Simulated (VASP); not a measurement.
Input of a VASP 6.6.1 run:

The input INCAR:

```
SYSTEM = InP
PREC = Accurate ; ENCUT = 500
EDIFF = 1E-6 ; ISMEAR = -1
SIGMA = 0.05 ; LREAL = .False.
LASPH = .True. ; NELM = 120
ALGO = Normal ; ISIF = 2
LWAVE = .False. ; LCHARG = .False.
GGA = CA ; NBANDS = 16
GGA_COMPAT = .False.
```

Contents of KPOINTS:

```
Automatic mesh
0
Gamma
  11 11 11
  0 0 0
```

POSCAR

```
InP
1.0
    0.0000000000      2.8540964782      2.8540964782
    2.8540964782      0.0000000000      2.8540964782
    2.8540964782      2.8540964782      0.0000000000
In P
1 1
Direct
    0.0000000000      0.0000000000      0.0000000000
    0.2500000000      0.2500000000      0.2500000000
```

Potentials or basis: VASP PAW LDA potentials, release 64 (In_d, P).

Command:

```bash
$ cat potpaw_LDA.64/In_d/POTCAR potpaw_LDA.64/P/POTCAR > POTCAR
$ mpirun -np 1 vasp_std > vasp.out
```

Q: Predict the band gap on the k mesh.

A: 0.94 eV, direct.

Q: Estimate the pressure.

A: 5.1 GPa.

Caveat: spin-orbit coupling is left out, which moves the levels of the heavy elements.
